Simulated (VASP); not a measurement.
Set up this calculation in VASP 6.6.1, as the native input.

```yaml
Task: electric field gradients
Functional: LDA
Potentials_or_basis: VASP PAW LDA potentials, release 64 (Mg)
Cutoff: 520 eV
k_mesh: 16 × 16 × 16
Occupations: fermi-dirac, width 0.03 eV
Spin: no spin polarisation
Dipole_correction: no
Further_INCAR_settings: ALGO = Normal; EDIFF = 1e-08; NBANDS = 7
```

The structure of Mg lies in POSCAR:

```
Mg
1.0
    0.0000000000      2.2882721944      2.2882721944
    2.2882721944      0.0000000000      2.2882721944
    2.2882721944      2.2882721944      0.0000000000
Mg
1
Direct
    0.0000000000      0.0000000000      0.0000000000
```

This cell differs from its parent crystal: volume scaled by 1.06.

One way to write it, as run:

INCAR

```
SYSTEM = Mg
PREC = Accurate
ENCUT = 520
EDIFF = 1E-8
ISMEAR = -1
SIGMA = 0.03
LREAL = .FALSE.
LASPH = .TRUE.
NELM = 100
ALGO = Normal
ISIF = 2
LWAVE = .FALSE.
LCHARG = .FALSE.
LEFG = .TRUE.
NBANDS = 7
```

KPOINTS

```
regular mesh
0
G
  16 16 16
  0 0 0
```

Potentials or basis: VASP PAW LDA potentials, release 64 (Mg).

Launch:

```console
$ cat potpaw_LDA.64/Mg/POTCAR > POTCAR
$ mpirun -np 1 vasp_std > vasp.out
```

Results of the run:

```yaml
Pressure: -3.4 GPa
Band_gap_on_the_k_mesh: zero (band 1 reaches 3.67 eV, above the bottom of band 2 at 0.92 eV)
```

Caveat: without QUAD_EFG the Cq values of the log hold for a quadrupole moment of 1 mb, not for the nuclei.

Run time: 9.1 s on 1 thread of Intel(R) Xeon(R) Platinum 8375C CPU @ 2.90GHz (Ice Lake), with other jobs on the host, peak memory 0.14 GiB.
